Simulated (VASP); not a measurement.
Wanted: the native input for a VASP 6.6.1 run.

| Property | Result |
| --- | --- |
| Task | single point |
| Functional | PBEsol |
| Potentials or basis | VASP PAW PBE potentials, release 64 (Ta_pv, N) |
| Cutoff | 520 eV |
| k mesh | 18 × 18 × 16 |
| Occupations | gaussian, width 0.15 eV |
| Spin | no spin polarisation |
| Dipole correction | no |
| Further INCAR settings | ALGO = Normal; EDIFF = 1e-06; NBANDS = 15 |

The structure of TaN lies in POSCAR:

```
TaN
1.0
    3.0337000000      0.0000000000      0.0000000000
   -1.5168500000      2.6272612675      0.0000000000
    0.0000000000      0.0000000000      3.0143000000
Ta N
1 1
Direct
    0.3333333333      0.6666666667      0.5000000000
    0.0000000000      0.0000000000      0.0000000000
```

These files were run (other wordings do the same):

INCAR

```
SYSTEM = TaN
PREC = Accurate ; ENCUT = 520
EDIFF = 1E-6 ; ISMEAR = 0
SIGMA = 0.15 ; LREAL = .FALSE.
LASPH = .TRUE. ; NELM = 100
ALGO = Normal ; ISIF = 2
LWAVE = .FALSE. ; LCHARG = .FALSE.
GGA = PS ; NBANDS = 15
```

KPOINTS

```
Automatic mesh
0
G
  18 18 16
  0 0 0
```

Potentials or basis: VASP PAW PBE potentials, release 64 (Ta_pv, N).

Command:

```sh
$ cat potpaw_PBE.64/Ta_pv/POTCAR potpaw_PBE.64/N/POTCAR > POTCAR
$ mpirun -np 1 vasp_std > vasp.out
```

Results of the run:

```
Pressure               : -33.9 GPa
Band gap on the k mesh : zero (band 8 reaches 7.28 eV, above the bottom of band 9 at 6.89 eV)
```

Caveat: the PAW data sets were made with another functional, which shifts forces and pressure a little; spin-orbit coupling is left out, which moves the levels of the heavy elements.

It took 30 s on 1 thread of Intel(R) Xeon(R) Platinum 8559C (Emerald Rapids), on a shared host, peak memory 0.23 GiB.
